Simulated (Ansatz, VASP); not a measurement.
**Mg: VASP beside Ansatz**

```
Mg
1.0
     3.19987    0.00000    0.00000
    -1.59994    2.77117    0.00000
     0.00000    0.00000   28.94600
Mg
6
Direct
  0.83333 0.16667 0.27638
  0.16667 0.83333 0.36583
  0.83333 0.16667 0.45528
  0.16667 0.83333 0.54472
  0.83333 0.16667 0.63417
  0.16667 0.83333 0.72362
```

Alike in both runs: task single point; functional PBE; k mesh 12 × 12 × 1; occupations fermi-dirac, width 0.05 eV; no spin polarisation.

|  | VASP | Ansatz |
| --- | --- | --- |
| version | VASP 6.6.1 | Ansatz 0.2.0 |
| potentials or method | VASP PAW PBE potentials, release 64 (Mg) | PAW with Ansatz's default frozen-core files, scalar-relativistic |
| plane-wave cutoff (eV) | 520 | 420 |
| valence electrons in the cell | 12 | 60 |

Ansatz gave:

* rms of the force components (eV/Å): 0.028

What did VASP give for the same quantities?

rms of the force components (eV/Å): 0.027.

Atom by atom the forces differ by 0.002 eV/Å (rms over components). VASP's potentials hold 12 valence electrons a cell and Ansatz's 60, so a difference there can come from the potentials and not from the codes.
